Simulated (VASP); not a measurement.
# Sc (P6_3/mmc) in VASP: notebook, part 2 of 2

VASP 6.6.1.

## 3. Single point, PBEsol

This run uses another cell than the first one, of 18.66 Å³/atom, 1.085 times its volume.

The input, INCAR:

```
SYSTEM = Sc
PREC = Accurate ; ENCUT = 520
EDIFF = 1E-6 ; ISMEAR = -1
SIGMA = 0.05 ; LREAL = .FALSE.
LASPH = .TRUE. ; NELM = 100
ALGO = Normal ; ISIF = 2
LWAVE = .FALSE. ; LCHARG = .TRUE.
GGA = PS ; LELF = .TRUE.
LVHAR = .TRUE. ; NBANDS = 18
```

The input, KPOINTS:

```
Automatic mesh
0
G
  6 6 4
  0 0 0
```

The input, POSCAR:

```
Sc
1.0
    3.0426454348      0.0000000000      0.0000000000
   -1.5213227174      2.6350082413      0.0000000000
    0.0000000000      0.0000000000      4.6546864810
Sc
2
Direct
    0.3333333333      0.6666666667      0.2500000000
    0.6666666667      0.3333333333      0.7500000000
```

Potentials or basis: VASP PAW PBE potentials, release 64 (Sc_sv).

On the command line:

```
cat potpaw_PBE.64/Sc_sv/POTCAR > POTCAR
mpirun -np 1 vasp_std > vasp.out
```

OUTCAR:

```text
SYSTEM = Sc
   PREC = Accurate
   ENCUT = 520
   EDIFF = 1E-6
   ISMEAR = -1
   LREAL = .FALSE.
   LASPH = .TRUE.
   NELM = 100
   ISIF = 2
   GGA = PS

 ion  position               nearest neighbor table
   1  0.333  0.667  0.250-   2 2.92   2 2.92   2 2.92   2 2.92   2 2.92   2 2.92
   2  0.667  0.333  0.750-   1 2.92   1 2.92   1 2.92   1 2.92   1 2.92   1 2.92

  LATTYP: Found a hexagonal cell.
 ALAT       =     3.0426454348
 C/A-ratio  =     1.5298156097

  Lattice vectors:

 A1 = (   3.0426454348,   0.0000000000,   0.0000000000)
 A2 = (  -1.5213227174,   2.6350082413,   0.0000000000)
 A3 = (   0.0000000000,   0.0000000000,   4.6546864810)

Analysis of symmetry for initial positions (statically):
=====================================================================
 Subroutine PRICEL returns:
 Original cell was already a primitive cell.

 Routine SETGRP: Setting up the symmetry group for a
 hexagonal supercell.

 Subroutine GETGRP returns: Found 24 space group operations
 (whereof 12 operations were pure point group operations)
 out of a pool of 24 trial point group operations.

The static configuration has the point symmetry D_3d.
 The point group associated with its full space group is D_6h.

Analysis of symmetry for dynamics (positions and initial velocities):
=====================================================================
 Subroutine PRICEL returns:
 Original cell was already a primitive cell.

 Routine SETGRP: Setting up the symmetry group for a
 hexagonal supercell.

 Subroutine GETGRP returns: Found 24 space group operations
 (whereof 12 operations were pure point group operations)
 out of a pool of 24 trial point group operations.

The dynamic configuration has the point symmetry D_3d.
 The point group associated with its full space group is D_6h.

 Subroutine INISYM returns: Found 24 space group operations
 (whereof 12 operations are pure point group operations),
 and found     1 'primitive' translations

----------------------------------------------------------------------------------------

                                     Primitive cell

  volume of cell :      37.3185

  direct lattice vectors                    reciprocal lattice vectors
     3.042645435  0.000000000  0.000000000     0.328661364  0.189752727  0.000000000
    -1.521322717  2.635008241  0.000000000     0.000000000  0.379505454  0.000000000
     0.000000000  0.000000000  4.654686481     0.000000000  0.000000000  0.214837241

  length of vectors
     3.042645435  3.042645435  4.654686481     0.379505454  0.379505454  0.214837241

  position of ions in fractional coordinates (direct lattice)
     0.333333333  0.666666667  0.250000000
     0.666666667  0.333333333  0.750000000

  ion indices of the primitive-cell ions
   primitive index   ion index
                 1           1
                 2           2

----------------------------------------------------------------------------------------

 KPOINTS: Automatic mesh

Automatic generation of k-mesh.
 Grid dimensions read from file:
 generate k-points for:    6    6    4

 Generating k-lattice:

  Cartesian coordinates                     Fractional coordinates (reciprocal lattice)
     0.054776894  0.031625455  0.000000000     0.166666667  0.000000000  0.000000000
     0.000000000  0.063250909  0.000000000     0.000000000  0.166666667  0.000000000
     0.000000000  0.000000000  0.053709310     0.000000000  0.000000000  0.250000000

  Length of vectors
     0.063250909  0.063250909  0.053709310

  Shift w.r.t. Gamma in fractional coordinates (k-lattice)
     0.000000000  0.000000000  0.000000000

 Subroutine IBZKPT returns following result:
 ===========================================

 Found     21 irreducible k-points:

 Following reciprocal coordinates:
            Coordinates               Weight
  0.000000  0.000000  0.000000      1.000000
  0.166667  0.000000  0.000000      6.000000
  0.333333  0.000000  0.000000      6.000000
  0.500000  0.000000  0.000000      3.000000
  0.166667  0.166667  0.000000      6.000000
  0.333333  0.166667  0.000000     12.000000
[... 13 lines left out ...]
  0.333333  0.166667  0.500000     12.000000
  0.333333  0.333333  0.500000      2.000000
   k-points           NKPTS =     21   k-points in BZ     NKDIM =     21   number of bands    NBANDS=     18
   number of dos      NEDOS =    301   number of ions     NIONS =      2
   total plane-waves  NPLWV =  20736
   dimension x,y,z NGX =    24 NGY =   24 NGZ =   36
   dimension x,y,z NGXF=    48 NGYF=   48 NGZF=   72
   ions per type =               2
   NGX,Y,Z   is equivalent  to a cutoff of  13.11, 13.11, 12.86 a.u.
   NGXF,Y,Z  is equivalent  to a cutoff of  26.23, 26.23, 25.72 a.u.
 SYSTEM =  Sc
   PREC   = accura    normal or accurate (medium, high low for compatibility)
   ISTART =      0    job   : 0-new  1-cont  2-samecut
   ICHARG =      2    charge: 1-file 2-atom 10-const
   ISPIN  =      1    spin polarized calculation?
   LNONCOLLINEAR =      F non collinear calculations
   LSORBIT =      F    spin-orbit coupling
   LASPH  =      T    aspherical Exc in radial PAW
   ENCUT  =  520.0 eV  38.22 Ry    6.18 a.u.   5.66  5.66  8.65*2*pi/ulx,y,z
   NELM   =    100;   NELMIN=  2; NELMDL= -5     # of ELM steps
   EDIFF  = 0.1E-05   stopping-criterion for ELM
   LREAL  =      F    real-space projection
   EDIFFG = 0.1E-04   stopping-criterion for IOM
   NSW    =      0    number of steps for IOM
   IBRION =     -1    ionic relax: 0-MD 1-quasi-New 2-CG
   NFREE  =      0    steps in history (QN), initial steepest desc. (CG)
   ISIF   =      2    stress and relaxation
   ISYM   =      2    0-nonsym 1-usesym 2-fastsym
   POTIM  = 0.5000    time-step for ionic-motion
   TEBEG  =    0.0;   TEEND  =   0.0 temperature during run
   PSTRESS=    0.0 pullay stress
   NELECT =      22.0000    total number of electrons
   NUPDOWN=      -1.0000    fix difference up-down
   EMIN   =  10.00;   EMAX   =-10.00  energy-range for DOS
   EFERMI =   0.00;   METHOD = LEGACY
   ISMEAR =    -1;   SIGMA  =   0.05  broadening in eV -4-tet -1-fermi 0-gaus
   EFERMI_NEDOS =   21; number of points for ismear=-14 and -15
   IALGO  =     38    algorithm
   IMIX   =      4    mixing-type and parameters
     AMIX     =   0.40;   BMIX     =  1.00
     AMIX_MAG =   1.60;   BMIX_MAG =  1.00
  volume/ion in A,a.u.               =      18.66       125.92
  Fermi-wavevector in a.u.,A,eV,Ry     =   1.372696  2.594020 25.637393  1.884295
  Thomas-Fermi vector in A             =   2.498280
   LORBIT       =      0    0 simple, 1 ext, 2 COOP (PROOUT), +10 PAW based schemes
   GGA     = PS    functional components
   LHFCALC =     F    Hartree Fock is set to
   AEXX    =    0.0000 exact exchange contribution
   IVDW    =     0    specifies the selected vdW correction
   LEPSILON=     F    determine dielectric tensor
   LRPA    =     F    only Hartree local field effects (RPA)
 non-spin polarized calculation
  energy-cutoff  :      520.00
  volume of cell :       37.32
 maximum number of plane-waves:      1019
 NGX is ok and might be reduce to    24
   NGX = 11   NGY = 11   NGZ = 17

 number of electron      21.9999991 magnetization

 Free energy of the ion-electron system (eV)
  ---------------------------------------------------
  ext. energy  EPLUGINS =         0.00000000
  ---------------------------------------------------
  free energy    TOTEN  =       -12.70873048 eV

  energy without entropy =      -12.68351184  energy(sigma->0) =      -12.69612116

 E-fermi :   5.3932     XC(G=0): -11.1963

 val. band max:        5.3530218455   @ k =   0.3333   0.1667   0.2500
 cond. band min:       5.4346098200   @ k =   0.3333   0.0000   0.0000
 fundamental gap:      0.0815879746
 Fermi energy:         5.3932275451

 k-point     1 :       0.0000    0.0000    0.0000
  band No.  band energies     occupation
      1     -43.2148      2.00000
      2     -42.9747      2.00000
      3     -22.4852      2.00000
      4     -21.6240      2.00000
      5     -21.6240      2.00000
      6     -21.4553      2.00000
[... 10 lines left out ...]
     17       8.1891      0.00000
     18       8.1891      0.00000
[... 400 lines left out ...]
 k-point    21 :       0.3333    0.3333    0.5000
  band No.  band energies     occupation
      1     -42.9829      2.00000
      2     -42.9829      2.00000
      3     -22.2569      2.00000
      4     -22.2569      2.00000
      5     -21.9739      2.00000
      6     -21.9739      2.00000
[... 10 lines left out ...]
     17      10.1179      0.00000
     18      10.1179      0.00000

------------------------ aborting loop because EDIFF is reached ----------------------------------------

  FORCE on cell =-STRESS in cart. coord.  units (eV):
  Direction    XX          YY          ZZ          XY          YZ          ZX
  --------------------------------------------------------------------------------------
  -------------------------------------------------------------------------------------
  Total        4.6736341      4.6736341      4.6759145     -0.0000000     -0.0000000      0.0000000
  in kB      200.6510950    200.6510951    200.7489998     -0.0000000     -0.0000000      0.0000000
  external PRESSURE =     200.6837300 kB  Pullay stress =       0.0000000 kB

 VOLUME and BASIS-vectors are now :
 -----------------------------------------------------------------------------
  energy-cutoff  :      520.00
  volume of cell :       37.32
      direct lattice vectors                 reciprocal lattice vectors
     3.042645435  0.000000000  0.000000000     0.328661364  0.189752727  0.000000000
    -1.521322717  2.635008241  0.000000000     0.000000000  0.379505454  0.000000000
     0.000000000  0.000000000  4.654686481     0.000000000  0.000000000  0.214837241

 POSITION                                       TOTAL-FORCE (eV/Angst)
 -----------------------------------------------------------------------------------
     -0.00000      1.75667      1.16367         0.000000      0.000000      0.000000
      1.52132      0.87834      3.49101        -0.000000     -0.000000      0.000000
 -----------------------------------------------------------------------------------
    total drift:                               -0.000000      0.000000     -0.000000

  FREE ENERGIE OF THE ION-ELECTRON SYSTEM (eV)
  ---------------------------------------------------
  free  energy   TOTEN  =       -12.7087304829 eV

  energy  without entropy=      -12.6835118437  energy(sigma->0) =      -12.69612116
```

OSZICAR:

```text
N       E                     dE             d eps       ncg     rms          rms(c)
DAV:   1     0.354589079216E+03    0.35459E+03   -0.11261E+04   756   0.139E+03
DAV:   2     0.673663543161E+01   -0.34785E+03   -0.34071E+03   860   0.554E+02
DAV:   3    -0.135306545132E+02   -0.20267E+02   -0.19377E+02  1222   0.165E+02
DAV:   4    -0.138172458193E+02   -0.28659E+00   -0.28617E+00  1100   0.196E+01
DAV:   5    -0.138200779063E+02   -0.28321E-02   -0.28312E-02  1286   0.203E+00    0.112E+01
DAV:   6    -0.128736462353E+02    0.94643E+00   -0.18948E+00   994   0.168E+01    0.387E+00
DAV:   7    -0.127192096885E+02    0.15444E+00   -0.57556E-01  1012   0.860E+00    0.665E-01
DAV:   8    -0.127090325650E+02    0.10177E-01   -0.15877E-02   940   0.158E+00    0.173E-01
DAV:   9    -0.127087284878E+02    0.30408E-03   -0.18736E-03  1092   0.476E-01    0.145E-02
DAV:  10    -0.127087322741E+02   -0.37863E-05   -0.35080E-05  1154   0.823E-02    0.481E-03
DAV:  11    -0.127087301978E+02    0.20763E-05   -0.52095E-07   566   0.967E-03    0.939E-04
DAV:  12    -0.127087304829E+02   -0.28516E-06   -0.11092E-07   454   0.704E-03
   1 F= -.12708730E+02 E0= -.12696121E+02  d E =-.252186E-01
```

stdout:

```text
POSCAR found type information on POSCAR Sc
 POSCAR found :  1 types and       2 ions
 scaLAPACK will be used
 -----------------------------------------------------------------------------
|                                                                             |
|                                                                             |
|     You enforced a specific xc type in the INCAR file but a different       |
|     I HOPE YOU KNOW WHAT YOU ARE DOING!                                     |
|                                                                             |
 -----------------------------------------------------------------------------

 LDA part: xc-table for (Slater+PW92), standard interpolation
 POSCAR, INCAR and KPOINTS ok, starting setup
 FFT: planning ... GRIDC
 FFT: planning ... GRID_SOFT
 FFT: planning ... GRID
 WAVECAR not read
 entering main loop
```

Wall time 12 s (1 thread of Intel Xeon Platinum 8488C (Sapphire Rapids), shared host); peak memory 0.15 GiB.

What came out:

- Free energy: -12.7087 eV
- Pressure: 20.1 GPa
- Band gap on the k mesh: zero (band 11 reaches 7.07 eV, above the bottom of band 12 at 4.67 eV)

Caveat: the k points lie up to 0.40 Å⁻¹ apart; the PAW data sets were made with another functional, which shifts forces and pressure a little.

## 4. Single point, PBEsol

This run uses another cell than the first one, of 20.60 Å³/atom, 1.198 times its volume.

The input, INCAR:

```
SYSTEM = Sc
ALGO     = Normal         ! electronic algorithm
EDIFF    = 1E-6           ! SCF threshold, eV
ENCUT    = 520            ! plane-wave cutoff, eV
GGA      = PS             ! functional
ISIF     = 2              ! what is computed and relaxed
ISMEAR   = -1             ! smearing method
LASPH    = .TRUE.         ! aspherical terms in the spheres
LCHARG   = .TRUE.         ! write CHGCAR
LELF     = .TRUE.         ! ELF
LREAL    = .FALSE.        ! projectors in reciprocal space
LVHAR    = .TRUE.       
LWAVE    = .FALSE.        ! write WAVECAR
NBANDS   = 18             ! bands
NELM     = 60             ! most SCF steps
PREC     = Accurate       ! precision mode
SIGMA    = 0.05           ! smearing width, eV
```

The input, KPOINTS:

```
k-points
0
G
  6 6 4
  0 0 0
```

The input, POSCAR:

```
Sc
1.0
    3.1416923581      0.0000000000      0.0000000000
   -1.5708461790      2.7207853930      0.0000000000
    0.0000000000      0.0000000000      4.8188274371
Sc
2
Direct
    0.3333333333      0.6666666667      0.2500000000
    0.6666666667      0.3333333333      0.7500000000
```

On the command line:

```
cat potpaw_PBE.64/Sc_sv/POTCAR > POTCAR
mpirun -np 1 vasp_std > vasp.out
```

Run time: 12 s. Hardware: 1 thread of Intel Xeon Platinum 8488C (Sapphire Rapids), shared host; peak memory 0.15 GiB.

Results (log left out):

```
Free energy            : -13.0685 eV
Pressure               : 10.0 GPa
Band gap on the k mesh : zero (band 11 reaches 5.96 eV, above the bottom of band 12 at 4.00 eV)
```

Levels at points of the mesh, in eV from the Fermi level:
```csv
k point,band 7,band 8,band 9,band 10,band 11,band 12,band 13,band 14,band 15,band 16
"(0.00, 0.00, 0.00)",-27.17,-27.10,-5.45,-1.93,1.25,1.74,1.74,2.20,2.34,2.34
"(0.50, 0.00, 0.00)",-27.32,-27.23,-1.73,-1.38,-0.95,-0.23,1.38,1.61,2.26,4.46
"(0.00, 0.00, 0.50)",-27.23,-27.23,-3.64,-3.64,1.13,1.13,1.61,1.61,1.61,1.61
"(0.50, 0.00, 0.50)",-27.30,-27.30,-1.78,-1.78,0.08,0.08,1.69,1.69,2.72,2.72
```

Caveat: the k points lie up to 0.38 Å⁻¹ apart; the PAW data sets were made with another functional, which shifts forces and pressure a little.

## 5. Single point, PBEsol

This run uses another cell than the first one, of 23.60 Å³/atom, 1.373 times its volume.

The input, INCAR:

```
SYSTEM = Sc
  ALGO = Normal
  EDIFF = 1E-7
  ENCUT = 520
  GGA = PS
  ISIF = 2
  ISMEAR = -1
  LASPH = .TRUE.
  LCHARG = .FALSE.
  LREAL = .FALSE.
  LWAVE = .FALSE.
  NBANDS = 18
  NELM = 100
  PREC = Accurate
  SIGMA = 0.05
```

KPOINTS is that of step 4.

The input, POSCAR:

```
Sc
1.0
    3.2827422267      0.0000000000      0.0000000000
   -1.6413711134      2.8429381624      0.0000000000
    0.0000000000      0.0000000000      5.0576716582
Sc
2
Direct
    0.3333333333      0.6666666667      0.2500000000
    0.6666666667      0.3333333333      0.7500000000
```

On the command line:

```
cat potpaw_PBE.64/Sc_sv/POTCAR > POTCAR
mpirun -np 1 vasp_std > vasp.out
```

It took 13 s on 1 thread of Intel Xeon Platinum 8488C (Sapphire Rapids), shared host; peak memory 0.16 GiB.

Results (log left out):

* Free energy: -13.2434 eV
* Pressure: 0.0 GPa
* Band gap on the k mesh: zero (band 11 reaches 4.88 eV, above the bottom of band 12 at 3.26 eV)

Levels at points of the mesh, in eV from the Fermi level:
```
           k point  band 9  band 10  band 11  band 12  band 13  band 14
(0.00, 0.00, 0.00)   -5.23    -1.70     0.80     1.61     1.61     1.97
(0.50, 0.00, 0.00)   -1.67    -1.13    -0.73    -0.36     1.32     1.38
(0.00, 0.00, 0.50)   -3.60    -3.60     1.04     1.04     1.51     1.51
(0.50, 0.00, 0.50)   -1.55    -1.55     0.08     0.08     1.35     1.35
```

Caveat: the k points lie up to 0.37 Å⁻¹ apart; the PAW data sets were made with another functional, which shifts forces and pressure a little.

## 6. The runs side by side

| cell | gap on the mesh (eV) | pressure (GPa) |
| --- | --- | --- |
| a = 2.957, b = 2.957, c = 4.541 Å, angles 90.0, 90.0, 120.0°, 2 atoms | none | 30.2 |
| a = 3.043, b = 3.043, c = 4.655 Å, angles 90.0, 90.0, 120.0°, 2 atoms | none | 20.1 |
| a = 3.142, b = 3.142, c = 4.819 Å, angles 90.0, 90.0, 120.0°, 2 atoms | none | 10.0 |
| a = 3.283, b = 3.283, c = 5.058 Å, angles 90.0, 90.0, 120.0°, 2 atoms | none | 0.0 |

Alike in all rows: task single point; level PBEsol; potentials or basis VASP PAW PBE potentials, release 64 (Sc_sv); no spin polarisation; k mesh 6 × 6 × 4; cutoff (eV) 520; smearing fermi-dirac 0.05 eV.

Caveats: all runs use coarse meshes; the PAW data sets were made with another functional, which shifts forces and pressure a little.

Absolute energies hang on the potentials; compare differences alone.
